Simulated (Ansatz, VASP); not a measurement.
**Ag2Pt: VASP beside Ansatz**

```
CELL_PARAMETERS angstrom
0.00000 2.98441 2.98441
2.98441 0.00000 2.98441
2.98441 2.98441 0.00000
ATOMIC_POSITIONS crystal
Ag 0.25000 0.25000 0.25000
Ag 0.75000 0.75000 0.75000
Pt 0.00000 0.00000 0.00000
```

Alike in both runs: task single point; functional PBE; k mesh 6 × 6 × 6; occupations gaussian, width 0.1 eV; no spin polarisation.

|  | VASP | Ansatz |
| --- | --- | --- |
| version | VASP 6.6.1 | Ansatz 0.2.0 |
| potentials or method | VASP PAW PBE potentials, release 64 (Ag, Pt), cutoff 520 eV | scalar-relativistic, plane waves, PAW |
| valence electrons in the cell | 32 | 56 |

VASP gave:

- gap on the k mesh at the Fermi level (eV): none
- pressure (GPa): 20.9

Problem. Estimate Ansatz's values.

Solution. gap on the k mesh at the Fermi level (eV): none; pressure (GPa): 21.2.

A gap of «none» marks a metal or a gap that the smearing closes. VASP's potentials hold 32 valence electrons a cell and Ansatz's 56, so a difference there can come from the potentials and not from the codes.

Neither program's run includes spin-orbit coupling.
